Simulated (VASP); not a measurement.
Runs of VASP 6.6.1 on Co. The structure is that of space group Pm-3m (No. 221), or close to it. The cells are those of the table. 

```tsv
cell	k mesh	gap on the mesh (eV)	pressure (GPa)
a = 2.254 Å, 1 atom	15 × 15 × 15	none	7.2
a = 2.285 Å, 1 atom	22 × 22 × 22	none	-0.7
a = 2.315 Å, 1 atom	15 × 15 × 15	none	-7.0
a = 2.190 Å, 1 atom	15 × 15 × 15	none	(a)
a = 2.344 Å, 1 atom	15 × 15 × 15	none	(b)
```

Alike in all rows: task single point; level PBE; potentials or basis VASP PAW PBE potentials, release 64 (Co); no spin polarisation; cutoff (eV) 520; smearing fermi-dirac 0.1 eV.

Q: Fill in the values left out.

A: (a) 29.7; (b) -12.0.

Caveats: the run has no spin polarisation, though such a crystal can be magnetic.

A gap of «none» marks levels without a gap at the run's occupations.
